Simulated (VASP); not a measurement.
Set up this calculation in VASP 6.6.1, as the native input.

```yaml
Task: single point
Functional: PBE
Potentials_or_basis: VASP PAW PBE potentials, release 64 (Mn_sv, O_h)
Cutoff: 1340 eV
k_mesh: 9 × 9 × 9
Occupations: fermi-dirac, width 0.02 eV
Spin: collinear spin, ferromagnetic start
Starting_moments: "[5.0, 0.0] μB"
Fixed_moment: 5 μB
Hubbard_terms: Mn d U = 2.8 eV
Dipole_correction: no
Further_INCAR_settings: ALGO = Normal; EDIFF = 1e-06; NBANDS = 22
```

The structure of MnO lies in POSCAR:

```
MnO
1.0
    0.0000000000      2.2400000000      2.2400000000
    2.2400000000      0.0000000000      2.2400000000
    2.2400000000      2.2400000000      0.0000000000
Mn O
1 1
Direct
    0.0000000000      0.0000000000      0.0000000000
    0.5000000000      0.5000000000      0.5000000000
```

The input as run:

INCAR

```
PREC = Accurate ; ENCUT = 1340
EDIFF = 1E-6 ; ISMEAR = -1
SIGMA = 0.02 ; LREAL = F
LASPH = T ; NELM = 200
ALGO = Normal ; ISIF = 2
LWAVE = F ; LCHARG = T
ISPIN = 2 ; MAGMOM = 5 0
LORBIT = 11 ; NUPDOWN = 5.0
LMAXMIX = 4 ; LDAU = T
LDAUTYPE = 2 ; LDAUL = 2 -1
LDAUU = 2.8 0 ; LDAUJ = 0 0
LDAUPRINT = 1 ; GGA = PE
LELF = T ; LVHAR = T
NBANDS = 22 ; GGA_COMPAT = F
```

KPOINTS

```
Automatic mesh
0
Gamma
  9 9 9
```

Potentials or basis: VASP PAW PBE potentials, release 64 (Mn_sv, O_h).

Launch:

```console
$ cat potpaw_PBE.64/Mn_sv/POTCAR potpaw_PBE.64/O_h/POTCAR > POTCAR
$ mpirun -np 1 vasp_std > vasp.out
```

It gave:

| Quantity | Value |
| --- | --- |
| Pressure | 2.2 GPa |
| Net moment | 5.00 μB per cell |
| Site moments | Mn +4.45; O +0.15 μB |
| Valence electrons inside the program's atomic spheres | Mn 12.85; O 3.34 |

Caveat: the total moment is fixed, so each spin has its own Fermi level and the state may be an excited one; a cell with one magnetic atom can't hold antiferromagnetic order, which such compounds often take.

Wall time 2.3 min on 1 thread of Intel(R) Xeon(R) Platinum 8259CL CPU @ 2.50GHz (Skylake/Cascade Lake), with other jobs on the host, peak memory 0.35 GiB.
